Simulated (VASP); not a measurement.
# Pd in VASP: relaxation of the atoms with PBE

Aim: the relaxation of the atoms of Pd with PBE.

Everything below comes from runs of VASP 6.6.1. Logs are shortened: lines on timing, memory, paths and dates and some standing lists are left out, and cuts for length are marked.

### 1 The cell of the first run

The cell holds a slab with vacuum, 12 atoms: a = 5.575 Å, b = 5.575 Å, c = 20.552 Å, α = 90.00°, β = 90.00°, γ = 120.00°.

### 2 Relaxation of the atoms, PBE

Input file INCAR:

```
SYSTEM = Pd
PREC     = Accurate       ! precision mode
ENCUT    = 520            ! plane-wave cutoff, eV
EDIFF    = 1E-6           ! SCF threshold, eV
ISMEAR   = 0              ! smearing method
SIGMA    = 0.1            ! smearing width, eV
LREAL    = .False.        ! projectors in reciprocal space
LASPH    = .True.         ! aspherical terms in the spheres
NELM     = 80             ! most SCF steps
ALGO     = Normal         ! electronic algorithm
ISIF     = 2              ! what is computed and relaxed
LWAVE    = .False.        ! write WAVECAR
LCHARG   = .False.        ! write CHGCAR
LDIPOL   = .True.       
IDIPOL   = 3            
DIPOL    = 0.5 0.5 0.500
GGA      = PE             ! functional
IBRION   = 2              ! ionic algorithm
NSW      = 90             ! ionic steps
EDIFFG   = -0.03          ! ionic threshold
KPAR     = 2
```

Input file KPOINTS:

```
regular mesh
0
Gamma
  4 4 1
  0 0 0
```

Input file POSCAR:

```
Pd
1.0
    5.5751888427      0.0000000000      0.0000000000
   -2.7875944213      4.8282551686      0.0000000000
    0.0000000000      0.0000000000     20.5521226281
Pd
12
Selective dynamics
Direct
    0.3333333333      0.1666666667      0.3892541975  F F F
    0.3333333333      0.6666666667      0.3892541975  F F F
    0.8333333333      0.1666666667      0.3892541975  F F F
    0.8333333333      0.6666666667      0.3892541975  F F F
    0.6666666667      0.3333333333      0.5000000000  T T T
    0.6666666667      0.8333333333      0.5000000000  T T T
    0.1666666667      0.3333333333      0.5000000000  T T T
    0.1666666667      0.8333333333      0.5000000000  T T T
    0.0000000000      0.5000000000      0.6107458025  T T T
    0.0000000000      0.0000000000      0.6107458025  T T T
    0.5000000000      0.5000000000      0.6107458025  T T T
    0.5000000000      0.0000000000      0.6107458025  T T T
```

Potentials or basis: VASP PAW PBE potentials, release 64 (Pd).

Run with:

```
$ cat potpaw_PBE.64/Pd/POTCAR > POTCAR
$ mpirun -np 2 vasp_std > vasp.out
```

OUTCAR:

```text
SYSTEM = Pd
   PREC = Accurate
   ENCUT = 520
   EDIFF = 1E-6
   ISMEAR = 0
   LREAL = .False.
   LASPH = .True.
   NELM = 80
   ISIF = 2
   GGA = PE
   IBRION = 2
   NSW = 90
   EDIFFG = -0.03

 ion  position               nearest neighbor table
   1  0.333  0.167  0.389-   7 2.79   8 2.79   5 2.79   2 2.79   2 2.79   4 2.79   4 2.79   3 2.79
                             3 2.79
   2  0.333  0.667  0.389-   8 2.79   7 2.79   6 2.79   1 2.79   1 2.79   3 2.79   3 2.79   4 2.79
                             4 2.79
   3  0.833  0.167  0.389-   5 2.79   6 2.79   7 2.79   4 2.79   4 2.79   2 2.79   2 2.79   1 2.79
                             1 2.79
   4  0.833  0.667  0.389-   6 2.79   5 2.79   8 2.79   3 2.79   3 2.79   1 2.79   1 2.79   2 2.79
                             2 2.79
   5  0.667  0.333  0.500-   3 2.79  12 2.79   9 2.79   4 2.79  11 2.79   1 2.79   6 2.79   6 2.79
                             8 2.79   8 2.79   7 2.79   7 2.79
   6  0.667  0.833  0.500-   4 2.79  11 2.79  10 2.79   3 2.79  12 2.79   2 2.79   5 2.79   5 2.79
                             7 2.79   7 2.79   8 2.79   8 2.79
   7  0.167  0.333  0.500-   1 2.79  10 2.79  11 2.79   2 2.79   9 2.79   3 2.79   8 2.79   8 2.79
                             6 2.79   6 2.79   5 2.79   5 2.79
   8  0.167  0.833  0.500-   2 2.79   9 2.79  12 2.79   1 2.79  10 2.79   4 2.79   7 2.79   7 2.79
                             5 2.79   5 2.79   6 2.79   6 2.79
   9  0.000  0.500  0.611-   8 2.79   5 2.79   7 2.79  10 2.79  10 2.79  12 2.79  12 2.79  11 2.79
[... 14 lines left out ...]
 A1 = (   5.5751888427,   0.0000000000,   0.0000000000)
 A2 = (  -2.7875944213,   4.8282551686,   0.0000000000)
 A3 = (   0.0000000000,   0.0000000000,  20.5521226281)

Analysis of symmetry for initial positions (statically):
=====================================================================
 Subroutine PRICEL returns following result:

  LATTYP: Found a hexagonal cell.
 ALAT       =     2.7875944214
 C/A-ratio  =     7.3727090536
[... 12 lines left out ...]
 Subroutine GETGRP returns: Found 12 space group operations
 (whereof  6 operations were pure point group operations)
 out of a pool of 24 trial point group operations.

The static configuration has the point symmetry C_3v.
 The point group associated with its full space group is D_3d.

Analysis of symmetry for dynamics (positions and initial velocities):
=====================================================================
 Subroutine PRICEL returns following result:

  LATTYP: Found a hexagonal cell.
 ALAT       =     2.7875944214
 C/A-ratio  =     7.3727090536
[... 12 lines left out ...]
 Subroutine GETGRP returns: Found 12 space group operations
 (whereof  6 operations were pure point group operations)
 out of a pool of 24 trial point group operations.

The dynamic configuration has the point symmetry C_3v.
 The point group associated with its full space group is D_3d.

Analysis of constrained symmetry for selective dynamics:
=====================================================================
 Subroutine PRICEL returns following result:

  LATTYP: Found a hexagonal cell.
 ALAT       =     2.7875944214
 C/A-ratio  =     7.3727090536
[... 12 lines left out ...]
 Subroutine GETGRP returns: Found  6 space group operations
 (whereof  6 operations were pure point group operations)
 out of a pool of 24 trial point group operations.

The constrained configuration has the point symmetry C_3v.

 Subroutine INISYM returns: Found  6 space group operations
 (whereof  6 operations are pure point group operations),
 and found     4 'primitive' translations

----------------------------------------------------------------------------------------

[... 111 lines left out ...]
   NGX = 21   NGY = 21   NGZ = 77

 dipolmoment           0.000000      0.000000     -0.000003 electrons x Angstroem

--------------------------------------- Ionic step        1  -------------------------------------------

 number of electron     119.9999996 magnetization

 Free energy of the ion-electron system (eV)
  ---------------------------------------------------
  ext. energy  EPLUGINS =         0.00000000
  ---------------------------------------------------
  free energy    TOTEN  =       -57.98480973 eV

  energy without entropy =      -57.82518267  energy(sigma->0) =      -57.90499620

------------------------ aborting loop because EDIFF is reached ----------------------------------------

  FORCE on cell =-STRESS in cart. coord.  units (eV):
  Direction    XX          YY          ZZ          XY          YZ          ZX
  --------------------------------------------------------------------------------------
  -------------------------------------------------------------------------------------
  Total       -8.4798814     -8.4798814      0.5637873     -0.0000000      0.0000000      0.0000000
  in kB      -24.5580502    -24.5580502      1.6327489     -0.0000000      0.0000000      0.0000000
  external PRESSURE =     -15.8277839 kB  Pullay stress =       0.0000000 kB

 VOLUME and BASIS-vectors are now :
 -----------------------------------------------------------------------------
  energy-cutoff  :      520.00
  volume of cell :      553.23
      direct lattice vectors                 reciprocal lattice vectors
     5.575188843  0.000000000  0.000000000     0.179366122  0.103557079  0.000000000
    -2.787594421  4.828255169  0.000000000     0.000000000  0.207114157  0.000000000
     0.000000000  0.000000000 20.552122628     0.000000000  0.000000000  0.048656775

 POSITION                                       TOTAL-FORCE (eV/Angst)
 -----------------------------------------------------------------------------------
      1.39380      0.80471      8.00000         0.000000      0.000000     -0.036373
     -0.00000      3.21884      8.00000         0.000000      0.000000     -0.036373
      4.18139      0.80471      8.00000         0.000000     -0.000000     -0.036373
      2.78759      3.21884      8.00000        -0.000000      0.000000     -0.036373
      2.78759      1.60942     10.27606         0.000000      0.000000     -0.000001
      1.39380      4.02355     10.27606         0.000000     -0.000000     -0.000001
      0.00000      1.60942     10.27606         0.000000      0.000000     -0.000001
     -1.39380      4.02355     10.27606        -0.000000     -0.000000     -0.000001
     -1.39380      2.41413     12.55212        -0.000000     -0.000000      0.036374
      0.00000      0.00000     12.55212        -0.000000     -0.000000      0.036374
      1.39380      2.41413     12.55212        -0.000000     -0.000000      0.036374
      2.78759      0.00000     12.55212        -0.000000      0.000000      0.036374
 -----------------------------------------------------------------------------------
    total drift:                                0.000000     -0.000000      0.000016

  FREE ENERGIE OF THE ION-ELECTRON SYSTEM (eV)
  ---------------------------------------------------
  free  energy   TOTEN  =       -57.9848097258 eV

  energy  without entropy=      -57.8251826737  energy(sigma->0) =      -57.90499620

--------------------------------------- Ionic step        2  -------------------------------------------

 number of electron     119.9999996 magnetization

 dipolmoment           0.000000      0.000000      0.000160 electrons x Angstroem

 Free energy of the ion-electron system (eV)
  ---------------------------------------------------
  ext. energy  EPLUGINS =         0.00000000
  ---------------------------------------------------
  free energy    TOTEN  =       -57.98503358 eV

  energy without entropy =      -57.82552704  energy(sigma->0) =      -57.90528031

 E-fermi :  -0.4975     XC(G=0):  -5.1282

 val. band max:       -0.5337957808   @ k =   0.5000   0.0000   0.0000
 cond. band min:      -0.4623971061   @ k =   0.2500   0.0000   0.0000
 fundamental gap:      0.0713986747
 Fermi energy:        -0.4975420661

 k-point     1 :       0.0000    0.0000    0.0000
  band No.  band energies     occupation
      1      -6.5901      2.00000
      2      -5.2647      2.00000
      3      -5.2135      2.00000
      4      -5.1694      2.00000
      5      -5.1694      2.00000
      6      -5.1694      2.00000
[... 289 lines left out ...]
     71       4.6667      0.00000
     72       5.0974      0.00000

------------------------ aborting loop because EDIFF is reached ----------------------------------------

 vacuum level on the upper side and lower side of the slab       (xc-potential included)        -0.085        -0.081

  FORCE on cell =-STRESS in cart. coord.  units (eV):
  Direction    XX          YY          ZZ          XY          YZ          ZX
  --------------------------------------------------------------------------------------
  -------------------------------------------------------------------------------------
  Total       -8.5163734     -8.5163734      0.4933329     -0.0000000      0.0000000      0.0000000
  in kB      -24.6637322    -24.6637322      1.4287105     -0.0000000      0.0000000      0.0000000
  external PRESSURE =     -15.9662513 kB  Pullay stress =       0.0000000 kB

 VOLUME and BASIS-vectors are now :
 -----------------------------------------------------------------------------
  energy-cutoff  :      520.00
  volume of cell :      553.23
      direct lattice vectors                 reciprocal lattice vectors
     5.575188843  0.000000000  0.000000000     0.179366122  0.103557079  0.000000000
    -2.787594421  4.828255169  0.000000000     0.000000000  0.207114157  0.000000000
     0.000000000  0.000000000 20.552122628     0.000000000  0.000000000  0.048656775

 POSITION                                       TOTAL-FORCE (eV/Angst)
 -----------------------------------------------------------------------------------
      1.39380      0.80471      8.00000         0.000000      0.000000     -0.037003
     -0.00000      3.21884      8.00000        -0.000000      0.000000     -0.037003
      4.18139      0.80471      8.00000         0.000000      0.000000     -0.037003
      2.78759      3.21884      8.00000         0.000000      0.000000     -0.037003
      2.78759      1.60942     10.27606        -0.000000      0.000000      0.008252
      1.39380      4.02355     10.27606        -0.000000     -0.000000      0.008252
      0.00000      1.60942     10.27606         0.000000      0.000000      0.008252
     -1.39380      4.02355     10.27606        -0.000000      0.000000      0.008252
      4.18139      2.41413     12.55388        -0.000000      0.000000      0.028751
      2.78759      4.82826     12.55388        -0.000000      0.000000      0.028751
      1.39380      2.41413     12.55388         0.000000     -0.000000      0.028751
      2.78759      0.00000     12.55388        -0.000000     -0.000000      0.028751
 -----------------------------------------------------------------------------------
    total drift:                                0.000000      0.000000      0.003435

  FREE ENERGIE OF THE ION-ELECTRON SYSTEM (eV)
  ---------------------------------------------------
  free  energy   TOTEN  =       -57.9850335792 eV

  energy  without entropy=      -57.8255270436  energy(sigma->0) =      -57.90528031

 reached required accuracy - stopping structural energy minimisation

 vacuum level on the upper side and lower side of the slab         4.733         4.739
```

It took 3.1 min on 2 MPI ranks of Intel Xeon 6975P-C (Granite Rapids), shared host; peak memory 0.62 GiB.

What came out:

```
Free energy               : -57.9850 eV
Energy gained by relaxing : 0.0 meV/atom
Ionic steps               : 2
Band gap on the k mesh    : zero (bands 60 and 61 overlap by 0.36 eV)
```

The path:
| step | energy change (eV) | largest force on free atoms (eV/Å) | pressure (GPa) |
| --- | --- | --- | --- |
| 1 | 0.0000 | 0.0364 | -1.58 |
| 2 | -0.0002 | 0.0288 | -1.60 |

Final structure:
```yaml
crystal:
  lattice:
    - [5.57519, 0.00000, 0.00000]
    - [-2.78759, 4.82826, 0.00000]
    - [0.00000, 0.00000, 20.55212]
  atoms:
    - { symbol: Pd, position: [0.33333, 0.16667, 0.38925] }
    - { symbol: Pd, position: [0.33333, 0.66667, 0.38925] }
    - { symbol: Pd, position: [0.83333, 0.16667, 0.38925] }
    - { symbol: Pd, position: [0.83333, 0.66667, 0.38925] }
    - { symbol: Pd, position: [0.66667, 0.33333, 0.50000] }
    - { symbol: Pd, position: [0.66667, 0.83333, 0.50000] }
    - { symbol: Pd, position: [0.16667, 0.33333, 0.50000] }
    - { symbol: Pd, position: [0.16667, 0.83333, 0.50000] }
    - { symbol: Pd, position: [0.00000, 0.50000, 0.61083] }
    - { symbol: Pd, position: [0.00000, 0.00000, 0.61083] }
    - { symbol: Pd, position: [0.50000, 0.50000, 0.61083] }
    - { symbol: Pd, position: [0.50000, 0.00000, 0.61083] }
```

Levels at points of the mesh, in eV from the Fermi level:
```
           k point  band 56  band 57  band 58  band 59  band 60  band 61  band 62  band 63  band 64  band 65
(0.00, 0.00, 0.00)     0.04     0.16     0.28     0.28     0.28     0.32     0.32     0.32     1.60     2.16
(0.50, 0.00, 0.00)    -0.59    -0.11    -0.11    -0.07    -0.07    -0.04    -0.04     0.14     0.14     2.37
```

The gap in the log of VASP goes by the Fermi energy; the results here count the filled bands.